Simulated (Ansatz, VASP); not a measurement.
InAs: VASP beside Ansatz

```
CELL_PARAMETERS angstrom
0.00000 3.01800 3.01800
3.01800 0.00000 3.01800
3.01800 3.01800 0.00000
ATOMIC_POSITIONS crystal
In 0.00000 0.00000 0.00000
As 0.75000 0.75000 0.75000
```

Alike in both runs: task single point; functional PBE; k mesh 5 × 5 × 5; occupations fermi-dirac, width 0.06 eV; no spin polarisation.

|  | VASP | Ansatz |
| --- | --- | --- |
| version | VASP 6.6.1 | Ansatz 0.2.0 |
| potentials or method | VASP PAW PBE potentials, release 64 (In_d, As), cutoff 500 eV | all-electron LAPW, scalar-relativistic |

|  | VASP | Ansatz | Ansatz less VASP |
| --- | --- | --- | --- |
| gap on the k mesh at the Fermi level (eV) | none | none | - |
| pressure (GPa) | 4.5 | 4.5 | -0.05 |

A gap of «none» marks a metal or a gap that the smearing closes. Ansatz ran all-electron here, and VASP with PAW potentials.

The k mesh is coarse, so the values compare programs but aren't converged. Noted on Ansatz's run: the k mesh is thin for a metal, which can move the energy by tens of meV per atom.
